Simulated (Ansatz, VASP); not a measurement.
## Nb2B3C in VASP and in Ansatz

```
CELL_PARAMETERS angstrom
3.17428 0.00000 0.00000
0.00000 3.17428 0.00000
0.00000 0.00000 6.04880
ATOMIC_POSITIONS crystal
Nb 0.50000 0.00000 0.70140
Nb 0.00000 0.50000 0.29860
B 0.50000 0.00000 0.31906
B 0.00000 0.50000 0.68094
B 0.00000 0.00000 0.00000
C 0.50000 0.50000 0.00000
```

Change from the starting cell: species swapped into the Hf2GaSb3 type (P-4m2, No. 115).

Alike in both runs: functional PBE; k mesh 6 × 6 × 4; occupations gaussian, width 0.1 eV; no spin polarisation.

Ansatz relaxed the structure, and its values are those at the end. VASP's run is a single point on that final structure, the one shown.

```csv
,VASP,Ansatz
version,VASP 6.6.1,Ansatz 0.2.0
potentials or method,"VASP PAW PBE potentials, release 64 (Nb_sv, B, C), cutoff 520 eV","scalar-relativistic, plane waves, PAW"
valence electrons in the cell,39,39
```

```tsv
	VASP	Ansatz	Ansatz less VASP
gap on the k mesh at the Fermi level (eV)	none	none	-
pressure (GPa)	-0.3	0.1	+0.33
```

A gap of «none» marks a metal or a gap that the smearing closes.
